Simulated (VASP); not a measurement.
A run of VASP 6.6.1 is set up as follows.

INCAR

```
ALGO = Normal
EDIFF = 1E-6
ENCUT = 520
ISIF = 2
ISMEAR = -1
LASPH = True
LCHARG = False
LREAL = False
LWAVE = False
NBANDS = 12
NELM = 60
PREC = Accurate
SIGMA = 0.1
```

The input KPOINTS:

```
k-points
0
Gamma
  14 14 14
```

POSCAR

```
Ti
1.0
    2.4862413246      0.0000000000      0.0000000000
    0.0000000000      2.4862413246      0.0000000000
    0.0000000000      0.0000000000      2.4862413246
Ti
1
Direct
    0.0000000000      0.0000000000      0.0000000000
```

Potentials or basis: VASP PAW LDA potentials, release 64 (Ti_sv).

The run is started by

```bash
$ cat potpaw_LDA.64/Ti_sv/POTCAR > POTCAR
$ mpirun -np 1 vasp_std > vasp.out
```

Q: What does it give for the band gap on the k mesh?

A: Zero (band 6 reaches 10.10 eV, above the bottom of band 7 at 7.52 eV).

Q: What does it give for the pressure?

A: 8.7 GPa.
